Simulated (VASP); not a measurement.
# Nb16N (a cell with a defect) in VASP: single point with PBE

Aim: the single point of Nb16N (a cell with a defect) with PBE.

Program: VASP 6.6.1. These are calculated values, not measurements. Logs are shortened: lines on timing, memory, paths and dates and some standing lists are left out, and cuts for length are marked.

### 1 The cell of the first run

The cell holds a defect, 17 atoms: a = 6.600 Å, b = 6.600 Å, c = 6.600 Å, α = 90.00°, β = 90.00°, γ = 90.00°.

### 2 Single point, PBE

Input file INCAR:

```
  PREC = Accurate
  ENCUT = 520
  EDIFF = 1E-6
  ISMEAR = -1
  SIGMA = 0.1
  LREAL = Auto
  LASPH = T
  NELM = 100
  ALGO = Normal
  ISIF = 2
  LWAVE = F
  LCHARG = F
  GGA = PE
  NBANDS = 120
```

Input file KPOINTS:

```
Automatic mesh
0
Gamma
  2 2 2
```

Input file POSCAR:

```
Nb16N
1.0
    6.6000000000      0.0000000000      0.0000000000
    0.0000000000      6.6000000000      0.0000000000
    0.0000000000      0.0000000000      6.6000000000
Nb N
16 1
Direct
   -0.0004247598      0.0073457977      0.0028134028
    0.4995864842      0.0073121377     -0.0054507589
   -0.0004204145      0.5072468931      0.0455897226
   -0.0004172155      0.0072874137      0.4985521852
    0.2597979119      0.2471048199      0.2506752629
    0.4995952465      0.5072969867      0.0027916750
    0.4995776089      0.0072995021      0.5067844124
    0.7393734950      0.2470716578      0.2506784316
   -0.0004124091      0.5072716688      0.4557778113
    0.2597528591      0.7674737454      0.2506812622
    0.2429242353      0.2640036829      0.7506383952
    0.4995804693      0.5072862548      0.4985399347
    0.7394175880      0.7674939432      0.2506781315
    0.7562415077      0.2639809263      0.7506268790
    0.2428907046      0.7506669230      0.7507244096
    0.7562537887      0.7506439327      0.7507090332
   -0.0004029005      0.5074538140      0.7506890097
```

Potentials or basis: VASP PAW PBE potentials, release 64 (Nb_sv, N).

Launch:

```console
cat potpaw_PBE.64/Nb_sv/POTCAR potpaw_PBE.64/N/POTCAR > POTCAR
mpirun -np 1 vasp_std > vasp.out
```

OUTCAR:

```text
PREC = Accurate
   ENCUT = 520
   EDIFF = 1E-6
   ISMEAR = -1
   LREAL = Auto
   LASPH = T
   NELM = 100
   ISIF = 2
   GGA = PE

 ion  position               nearest neighbor table
   1  1.000  0.007  0.003-   8 2.85   5 2.85  13 2.85  10 2.85  15 2.87  16 2.87  14 2.87  11 2.87

   2  0.500  0.007  0.995-   8 2.80   5 2.80  13 2.81  10 2.81  15 2.89  16 2.89  14 2.89  11 2.89

   3  1.000  0.507  0.046-  17 1.95   9 2.71   5 2.78   8 2.78  10 2.78  13 2.78  11 2.99  14 2.99
                            15 2.99  16 2.99
   4  1.000  0.007  0.499-  13 2.85  10 2.85   8 2.85   5 2.85  15 2.87  14 2.87  16 2.87  11 2.87
[... 19 lines left out ...]
  14  0.756  0.264  0.751-  17 2.27  12 2.87   4 2.87   6 2.87   1 2.87   7 2.89   2 2.89   9 2.99
                             3 2.99
  15  0.243  0.751  0.751-  17 2.27   1 2.87   4 2.87   6 2.87  12 2.87   2 2.89   7 2.89   3 2.99
                             9 2.99
  16  0.756  0.751  0.751-  17 2.27   6 2.87   1 2.87   4 2.87  12 2.87   2 2.89   7 2.89   3 2.99
                             9 2.99
  17  1.000  0.507  0.751-   3 1.95   9 1.95  15 2.27  16 2.27  11 2.27  14 2.27

  LATTYP: Found a simple cubic cell.
 ALAT       =     6.6000000000

  Lattice vectors:

 A1 = (   6.6000000000,   0.0000000000,   0.0000000000)
 A2 = (   0.0000000000,   6.6000000000,   0.0000000000)
 A3 = (   0.0000000000,   0.0000000000,   6.6000000000)

Analysis of symmetry for initial positions (statically):
=====================================================================
 Subroutine PRICEL returns:
 Original cell was already a primitive cell.

 Routine SETGRP: Setting up the symmetry group for a
 simple cubic supercell.

 Subroutine GETGRP returns: Found  1 space group operations
 (whereof  1 operations were pure point group operations)
 out of a pool of 48 trial point group operations.

The static configuration has the point symmetry C_1 .

Analysis of symmetry for dynamics (positions and initial velocities):
=====================================================================
 Subroutine PRICEL returns:
 Original cell was already a primitive cell.

 Routine SETGRP: Setting up the symmetry group for a
 simple cubic supercell.

 Subroutine GETGRP returns: Found  1 space group operations
 (whereof  1 operations were pure point group operations)
 out of a pool of 48 trial point group operations.

The dynamic configuration has the point symmetry C_1 .

 Subroutine INISYM returns: Found  1 space group operations
[... 115 lines left out ...]
   NFREE  =      0    steps in history (QN), initial steepest desc. (CG)
   ISIF   =      2    stress and relaxation
   ISYM   =      2    0-nonsym 1-usesym 2-fastsym
   POTIM  = 0.5000    time-step for ionic-motion
   TEBEG  =    0.0;   TEEND  =   0.0 temperature during run
   PSTRESS=    0.0 pullay stress
   NELECT =     213.0000    total number of electrons
   NUPDOWN=      -1.0000    fix difference up-down
   EMIN   =  10.00;   EMAX   =-10.00  energy-range for DOS
   EFERMI =   0.00;   METHOD = LEGACY
   ISMEAR =    -1;   SIGMA  =   0.10  broadening in eV -4-tet -1-fermi 0-gaus
   EFERMI_NEDOS =   21; number of points for ismear=-14 and -15
   IALGO  =     38    algorithm
   IMIX   =      4    mixing-type and parameters
     AMIX     =   0.40;   BMIX     =  1.00
     AMIX_MAG =   1.60;   BMIX_MAG =  1.00
  volume/ion in A,a.u.               =      16.91       114.12
  Fermi-wavevector in a.u.,A,eV,Ry     =   1.481349  2.799344 29.856560  2.194395
  Thomas-Fermi vector in A             =   2.595270
   LORBIT       =      0    0 simple, 1 ext, 2 COOP (PROOUT), +10 PAW based schemes
   GGA     = PE    functional components
   LHFCALC =     F    Hartree Fock is set to
   AEXX    =    0.0000 exact exchange contribution
   IVDW    =     0    specifies the selected vdW correction
   LEPSILON=     F    determine dielectric tensor
   LRPA    =     F    only Hartree local field effects (RPA)
 non-spin polarized calculation
  energy-cutoff  :      520.00
  volume of cell :      287.50
 maximum number of plane-waves:      7809
 NGX is ok and might be reduce to    50
   NGX = 25   NGY = 25   NGZ = 25

 number of electron     213.0000009 magnetization

 Free energy of the ion-electron system (eV)
  ---------------------------------------------------
  ext. energy  EPLUGINS =         0.00000000
  ---------------------------------------------------
  free energy    TOTEN  =      -174.57863589 eV

  energy without entropy =     -174.08974177  energy(sigma->0) =     -174.33418883

 E-fermi :  11.5583     XC(G=0): -12.6359

 val. band max:       11.5559073253   @ k =   0.0000   0.5000   0.0000
 cond. band min:      11.5863851921   @ k =   0.0000   0.0000   0.0000
 fundamental gap:      0.0304778668
 Fermi energy:        11.5583404171

 k-point     1 :       0.0000    0.0000    0.0000
  band No.  band energies     occupation
      1     -43.0432      2.00000
      2     -42.9347      2.00000
      3     -42.9347      2.00000
      4     -42.9130      2.00000
      5     -42.8790      2.00000
      6     -42.7771      2.00000
[... 957 lines left out ...]
    117      14.1834      0.00000
    118      14.3401      0.00000
 [bands above 118 left out]

------------------------ aborting loop because EDIFF is reached ----------------------------------------

  FORCE on cell =-STRESS in cart. coord.  units (eV):
  Direction    XX          YY          ZZ          XY          YZ          ZX
  --------------------------------------------------------------------------------------
  -------------------------------------------------------------------------------------
  Total        7.4321748      7.4458569     22.8342226      0.0007611      0.0018258      0.0023034
  in kB       41.4185312     41.4947792    127.2521143      0.0042415      0.0101752      0.0128368
  external PRESSURE =      70.0551416 kB  Pullay stress =       0.0000000 kB

 VOLUME and BASIS-vectors are now :
 -----------------------------------------------------------------------------
  energy-cutoff  :      520.00
  volume of cell :      287.50
      direct lattice vectors                 reciprocal lattice vectors
     6.600000000  0.000000000  0.000000000     0.151515152  0.000000000  0.000000000
     0.000000000  6.600000000  0.000000000     0.000000000  0.151515152  0.000000000
     0.000000000  0.000000000  6.600000000     0.000000000  0.000000000  0.151515152

 POSITION                                       TOTAL-FORCE (eV/Angst)
 -----------------------------------------------------------------------------------
      6.59720      0.04848      0.01857         0.000769     -0.001975      0.005593
      3.29727      0.04826      6.56402        -0.000599      0.000217     -0.007706
      6.59723      3.34783      0.30089        -0.000796      0.002457     -0.040636
      6.59725      0.04810      3.29044         0.000272      0.001108     -0.005942
      1.71467      1.63089      1.65446        -0.000218     -0.001675     -0.000285
      3.29733      3.34816      0.01843        -0.000312      0.001699      0.006894
[... 9 lines left out ...]
      4.99128      4.95425      4.95468        -0.003144      0.002849     -0.001499
      6.59734      3.34920      4.95455        -0.000463     -0.004847     -0.001028
 -----------------------------------------------------------------------------------
    total drift:                                0.001327      0.006324      0.003010

  FREE ENERGIE OF THE ION-ELECTRON SYSTEM (eV)
  ---------------------------------------------------
  free  energy   TOTEN  =      -174.5786358863 eV

  energy  without entropy=     -174.0897417651  energy(sigma->0) =     -174.33418883
```

stdout:

```text
POSCAR found type information on POSCAR NbN
 POSCAR found :  2 types and      17 ions
 scaLAPACK will be used
 LDA part: xc-table for (Slater+PW92), standard interpolation
 POSCAR, INCAR and KPOINTS ok, starting setup
 FFT: planning ... GRIDC
 FFT: planning ... GRID_SOFT
 FFT: planning ... GRID
 WAVECAR not read
 entering main loop
```

Run time: 19 min. Hardware: 1 thread of Oxide Virtual Turin-like, shared host; peak memory 0.42 GiB.

Results:

- Free energy: -174.5786 eV
- Pressure: 7.0 GPa
- Largest force: 0.041 eV/Å
- Band gap on the k mesh: zero (an odd number of electrons rules out a gap without spin polarisation)

Forces on the atoms (eV/Å):
```
Nb   0.001 -0.002  0.006
Nb  -0.001  0.000 -0.008
Nb  -0.001  0.002 -0.041
Nb   0.000  0.001 -0.006
Nb   0.000 -0.002  0.000
Nb   0.000  0.002  0.007
Nb   0.000  0.000  0.009
Nb   0.000  0.001 -0.001
Nb  -0.001  0.001  0.040
Nb   0.003  0.002  0.000
Nb   0.002 -0.004  0.002
Nb   0.001  0.003 -0.006
Nb  -0.003  0.000  0.000
Nb  -0.002 -0.003  0.003
Nb   0.005  0.001 -0.003
Nb  -0.003  0.003 -0.001
N    0.000 -0.005 -0.001
```

Stress tensor (GPa, compression positive):
```
 4.14  0.00  0.00
 0.00  4.15  0.00
 0.00  0.00 12.73
```

Caveat: the k points lie up to 0.48 Å⁻¹ apart, too coarse for converged energies and pressures of a metal.

The gap in the log of VASP goes by the Fermi energy; the results here count the filled bands.